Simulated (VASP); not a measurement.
## Be3I: relaxation of cell and atoms with PBE

Crystal: Be3I.

```
CELL_PARAMETERS angstrom
-1.73369 1.73369 5.64992
1.73369 -1.73369 5.64992
1.73369 1.73369 -5.64992
ATOMIC_POSITIONS crystal
Be 0.50000 0.50000 0.00000
Be 0.25000 0.75000 0.50000
Be 0.75000 0.25000 0.50000
I 0.00000 0.00000 0.00000
```

```yaml
Program: VASP 6.6.1
Task: relaxation of cell and atoms
Functional: PBE
Potentials_or_basis: VASP PAW PBE potentials, release 64 (Be, I)
Cutoff: 600 eV
k_mesh: 18 × 18 × 18
Occupations: gaussian, width 0.1 eV
Spin: no spin polarisation
Dipole_correction: no
Further_INCAR_settings: ALGO = Normal; EDIFF = 1e-06; IBRION = 2; EDIFFG = -0.01; NSW = 100; ISIF = 3
```

```
Relaxed volume                        : 16.97 Å³/atom
Relaxed cell                          : a = 6.164 Å, b = 6.164 Å, c = 6.164 Å, α = 147.37°, β = 147.37°, γ = 46.82°
Space group after relaxing (to 0.1 Å) : I4/mmm (No. 139)
Energy gained by relaxing             : 0.0 meV/atom
Ionic steps                           : 4
Pressure after relaxing               : 0.0 GPa
Band gap on the k mesh                : zero (an odd number of electrons rules out a gap without spin polarisation)
```

Final structure:
```
Be I
1.0
    -1.73182    1.73182    5.65695
     1.73182   -1.73182    5.65695
     1.73182    1.73182   -5.65695
Be I
3 1
Direct
  0.50000 0.50000 0.00000
  0.25000 0.75000 0.50000
  0.75000 0.25000 0.50000
  0.00000 0.00000 0.00000
```

Levels at points of the mesh, in eV from the Fermi level:
| k point | band 3 | band 4 | band 5 | band 6 | band 7 | band 8 | band 9 | band 10 |
| --- | --- | --- | --- | --- | --- | --- | --- | --- |
| (0.00, 0.00, 0.00) | -6.04 | -4.47 | -4.47 | 0.43 | 1.43 | 1.43 | 2.07 | 2.21 |
| (0.50, 0.00, 0.00) | -5.90 | -4.22 | -2.75 | -2.20 | -0.53 | 1.35 | 1.90 | 3.42 |
| (0.50, 0.50, 0.00) | -8.18 | -4.61 | -3.40 | -1.52 | -1.31 | -1.08 | 0.12 | 0.97 |
| (0.50, 0.50, 0.50) | -4.51 | -4.51 | -2.70 | -1.33 | 0.85 | 1.87 | 1.87 | 2.24 |

Run time: 44 min on 1 thread of Intel Xeon 8259CL (shared host), peak memory 0.72 GiB.

Caveat: spin-orbit coupling is left out, which moves the levels of the heavy elements.
